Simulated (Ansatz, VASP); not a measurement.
## Two plane-wave programs on Bi

The input POSCAR:

```
Bi
1.0
   -2.0097911225      2.0097911225      2.0097911225
    2.0097911225     -2.0097911225      2.0097911225
    2.0097911225      2.0097911225     -2.0097911225
Bi
1
Direct
    0.0000000000      0.0000000000      0.0000000000
```

File INCAR.step1:

```
ALGO = Normal
EDIFF = 1E-5
ENCUT = 550
GGA = PE
GGA_COMPAT = F
ISMEAR = -1
LASPH = T
LCHARG = F
LREAL = F
LWAVE = T
NBANDS = 14
NELM = 120
PREC = Accurate
SIGMA = 0.1
```

File INCAR.step2:

```
ALGO = Normal
EDIFF = 1E-6
ENCUT = 550
GGA_COMPAT = F
ISIF = 2
ISMEAR = -1
ISTART = 1
LASPH = T
LCHARG = T
LELF = T
LMIXTAU = T
LREAL = F
LVHAR = T
LWAVE = F
METAGGA = R2SCAN
NBANDS = 14
NELM = 120
PREC = Accurate
SIGMA = 0.1
```

The input KPOINTS:

```
k-points
0
Gamma
  13 13 13
```

Input for Ansatz:

```yaml
crystal:
  lattice:
    - [-2.0097911225, 2.0097911225, 2.0097911225]
    - [2.0097911225, -2.0097911225, 2.0097911225]
    - [2.0097911225, 2.0097911225, -2.0097911225]
  atoms:
    - { symbol: Bi, position: [0.0, 0.0, 0.0] }
hamiltonian:
  xc: r2scan
  pseudopotentials:
    kind: paw
    azcp:
      Bi: "pseudopotentials/Bi.paw.azcp"
basis:
  ecutwfc: 500
  fft_grid_basis: typed
kpoints:
  mp_grid: { grid: [13, 13, 13], shift: [0, 0, 0] }
magnetization:
  spin_polarized: false
scf:
  occupations: { method: fermi_dirac, width: 0.1 }
  lower_state_search: "off"
output:
  stress: true
  write_density: true
  write_potential: true
  elf: true
  volumetric_format: npy
```

Alike in both runs: task single point; functional r2SCAN; k mesh 13 × 13 × 13; occupations fermi-dirac, width 0.1 eV; no spin polarisation.

|  | VASP | Ansatz |
| --- | --- | --- |
| version | VASP 6.6.1 | Ansatz 0.2.0 |
| potentials or method | VASP PAW PBE potentials, release 64 (Bi_d), cutoff 550 eV | plane waves (500 eV) with PAW, scalar-relativistic |
| valence electrons in the cell | 15 | 15 |

|  | VASP | Ansatz | Ansatz less VASP |
| --- | --- | --- | --- |
| pressure (GPa) | -2.1 | -2.0 | +0.04 |

VASP's potentials were made for PBE, not for r2SCAN.

Spin-orbit coupling is off throughout.
